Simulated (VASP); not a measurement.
# MgS (P-6m2) in VASP: notebook, part 2 of 2

VASP 6.6.1. Earlier steps stand in the parts before.

**3. Single point, PBE**

This run uses another cell than the first one, of 18.65 Å³/atom, 1.135 times its volume.

Input file INCAR:

```
PREC = Accurate
ENCUT = 520
EDIFF = 1E-6
ISMEAR = 0
SIGMA = 0.1
LREAL = False
LASPH = True
NELM = 100
ALGO = Normal
ISIF = 2
LWAVE = False
LCHARG = False
GGA = PE
NBANDS = 11
```

Input file KPOINTS:

```
Automatic mesh
0
Gamma
  6 6 6
```

Input file POSCAR:

```
MgS
1.0
    3.6099927449      0.0000000031      0.0000000000
   -1.8049963751      3.1263454231      0.0000000000
    0.0000000000      0.0000000000      3.3049537847
Mg S
1 1
Direct
    0.6666666667      0.3333333333      0.5000000000
    0.0000000000      0.0000000000      0.0000000000
```

Potentials or basis: VASP PAW PBE potentials, release 64 (Mg, S).

On the command line:

```
$ cat potpaw_PBE.64/Mg/POTCAR potpaw_PBE.64/S/POTCAR > POTCAR
$ mpirun -np 1 vasp_std > vasp.out
```

OUTCAR:

```text
PREC = Accurate
   ENCUT = 520
   EDIFF = 1E-6
   ISMEAR = 0
   LREAL = False
   LASPH = True
   NELM = 100
   ISIF = 2
   GGA = PE

 ion  position               nearest neighbor table
   1  0.667  0.333  0.500-   2 2.66   2 2.66   2 2.66   2 2.66   2 2.66   2 2.66
   2  0.000  0.000  0.000-   1 2.66   1 2.66   1 2.66   1 2.66   1 2.66   1 2.66

  LATTYP: Found a hexagonal cell.
 ALAT       =     3.6099927449
 C/A-ratio  =     0.9155015033

  Lattice vectors:

 A1 = (   3.6099927449,   0.0000000031,   0.0000000000)
 A2 = (  -1.8049963751,   3.1263454231,   0.0000000000)
 A3 = (   0.0000000000,   0.0000000000,   3.3049537847)

Analysis of symmetry for initial positions (statically):
=====================================================================
 Subroutine PRICEL returns:
 Original cell was already a primitive cell.

 Routine SETGRP: Setting up the symmetry group for a
 hexagonal supercell.

 Subroutine GETGRP returns: Found 12 space group operations
 (whereof 12 operations were pure point group operations)
 out of a pool of 24 trial point group operations.

The static configuration has the point symmetry D_3h.

Analysis of symmetry for dynamics (positions and initial velocities):
=====================================================================
 Subroutine PRICEL returns:
 Original cell was already a primitive cell.

 Routine SETGRP: Setting up the symmetry group for a
 hexagonal supercell.

 Subroutine GETGRP returns: Found 12 space group operations
 (whereof 12 operations were pure point group operations)
 out of a pool of 24 trial point group operations.

The dynamic configuration has the point symmetry D_3h.

 Subroutine INISYM returns: Found 12 space group operations
 (whereof 12 operations are pure point group operations),
 and found     1 'primitive' translations

[... 116 lines left out ...]
  Fermi-wavevector in a.u.,A,eV,Ry     =   0.979946  1.851829 13.065583  0.960293
  Thomas-Fermi vector in A             =   2.110838
   LORBIT       =      0    0 simple, 1 ext, 2 COOP (PROOUT), +10 PAW based schemes
   GGA     = PE    functional components
   LHFCALC =     F    Hartree Fock is set to
   AEXX    =    0.0000 exact exchange contribution
   IVDW    =     0    specifies the selected vdW correction
   LEPSILON=     F    determine dielectric tensor
   LRPA    =     F    only Hartree local field effects (RPA)
 non-spin polarized calculation
 Gauss-broadening in eV      SIGMA  =   0.10
  energy-cutoff  :      520.00
  volume of cell :       37.30
 maximum number of plane-waves:      1026
 NGX is ok and might be reduce to    28
   NGX = 13   NGY = 13   NGZ = 13

 number of electron       7.9999999 magnetization

 Free energy of the ion-electron system (eV)
  ---------------------------------------------------
  ext. energy  EPLUGINS =         0.00000000
  ---------------------------------------------------
  free energy    TOTEN  =        -7.99626556 eV

  energy without entropy =       -7.99626556  energy(sigma->0) =       -7.99626556

 E-fermi :   4.4742     XC(G=0):  -9.4176

 val. band max:        3.9974998724   @ k =   0.3333   0.3333   0.0000
 cond. band min:       5.1279368790   @ k =   0.5000   0.0000   0.5000
 fundamental gap:      1.1304370067
 Fermi energy:         4.4741734013

 k-point     1 :       0.0000    0.0000    0.0000
  band No.  band energies     occupation
      1      -9.0803      2.00000
      2       3.1851      2.00000
      3       3.1851      2.00000
      4       3.2354      2.00000
      5       6.0227      0.00000
      6       9.3595      0.00000
      7      11.0361      0.00000
      8      11.0361      0.00000
      9      15.0973      0.00000
     10      17.7704      0.00000
     11      17.8568      0.00000
[... 309 lines left out ...]
 k-point    24 :       0.3333   -0.0000    0.5000
  band No.  band energies     occupation
      1      -7.3637      2.00000
      2      -0.7231      2.00000
      3       0.9700      2.00000
      4       3.2173      2.00000
      5       6.2246      0.00000
      6       9.8994      0.00000
      7      10.6013      0.00000
      8      12.1630      0.00000
      9      14.7712      0.00000
     10      16.4607      0.00000
     11      18.5804      0.00000

 [... further k-points ...]
[... 5 lines left out ...]
  --------------------------------------------------------------------------------------
  -------------------------------------------------------------------------------------
  Total       -0.0424219     -0.0424219     -0.0543243     -0.0000000      0.0000000     -0.0000000
  in kB       -1.8221815     -1.8221815     -2.3334387     -0.0000000      0.0000000     -0.0000000
  external PRESSURE =      -1.9926006 kB  Pullay stress =       0.0000000 kB

 VOLUME and BASIS-vectors are now :
 -----------------------------------------------------------------------------
  energy-cutoff  :      520.00
  volume of cell :       37.30
      direct lattice vectors                 reciprocal lattice vectors
     3.609992745  0.000000003  0.000000000     0.277008867  0.159931144  0.000000000
    -1.804996375  3.126345423  0.000000000    -0.000000000  0.319862288  0.000000000
     0.000000000  0.000000000  3.304953785     0.000000000  0.000000000  0.302576092

 POSITION                                       TOTAL-FORCE (eV/Angst)
 -----------------------------------------------------------------------------------
      1.80500      1.04212      1.65248         0.000000     -0.000000      0.000000
      0.00000      0.00000      0.00000        -0.000000      0.000000      0.000000
 -----------------------------------------------------------------------------------
    total drift:                                0.000000     -0.000000      0.000000

  FREE ENERGIE OF THE ION-ELECTRON SYSTEM (eV)
  ---------------------------------------------------
  free  energy   TOTEN  =        -7.9962655555 eV

  energy  without entropy=       -7.9962655555  energy(sigma->0) =       -7.99626556
```

OSZICAR:

```text
N       E                     dE             d eps       ncg     rms          rms(c)
DAV:   1     0.166555241335E+02    0.16656E+02   -0.31776E+03   624   0.580E+02
DAV:   2    -0.723313643687E+01   -0.23889E+02   -0.22715E+02   794   0.914E+01
DAV:   3    -0.854480962913E+01   -0.13117E+01   -0.13091E+01   767   0.199E+01
DAV:   4    -0.855246133307E+01   -0.76517E-02   -0.76509E-02   705   0.194E+00
DAV:   5    -0.855253040698E+01   -0.69074E-04   -0.69073E-04   807   0.188E-01    0.466E+00
DAV:   6    -0.805940640221E+01    0.49312E+00   -0.10009E+00   682   0.389E+00    0.352E+00
DAV:   7    -0.799860831399E+01    0.60798E-01   -0.28325E-01   754   0.224E+00    0.237E+00
DAV:   8    -0.799711867903E+01    0.14896E-02   -0.21735E-02   673   0.854E-01    0.121E+00
DAV:   9    -0.799621857185E+01    0.90011E-03   -0.19656E-03   709   0.233E-01    0.414E-01
DAV:  10    -0.799625189034E+01   -0.33318E-04   -0.26998E-04   724   0.810E-02    0.441E-02
DAV:  11    -0.799626594236E+01   -0.14052E-04   -0.17703E-05   709   0.224E-02    0.437E-02
DAV:  12    -0.799626555546E+01    0.38689E-06   -0.15505E-06   726   0.582E-03
   1 F= -.79962656E+01 E0= -.79962656E+01  d E =-.708308E-13
```

Run time: 22 s. Hardware: 1 thread of Intel Xeon 8259CL, shared host; peak memory 0.16 GiB.

Results:

- Free energy: -7.9963 eV
- Pressure: -0.2 GPa
- Band gap on the k mesh: 1.13 eV, indirect (least direct gap 2.10 eV)

Levels at points of the mesh, in eV from the valence-band top:
| k point | band 2 | band 3 | band 4 | band 5 | band 6 | band 7 |
| --- | --- | --- | --- | --- | --- | --- |
| (0.00, 0.00, 0.00) | -0.81 | -0.81 | -0.76 | 2.03 | 5.36 | 7.04 |
| (0.50, 0.00, 0.00) | -5.24 | -1.78 | -0.09 | 3.04 | 6.54 | 7.83 |
| (0.00, 0.00, 0.50) | -5.75 | -0.10 | -0.10 | 5.37 | 6.91 | 8.24 |
| (0.50, 0.00, 0.50) | -4.22 | -3.78 | -0.97 | 1.13 | 5.52 | 6.28 |

A k mesh can miss the band edges. A hybrid or GW would open this gap; PBE tends to underestimate it.
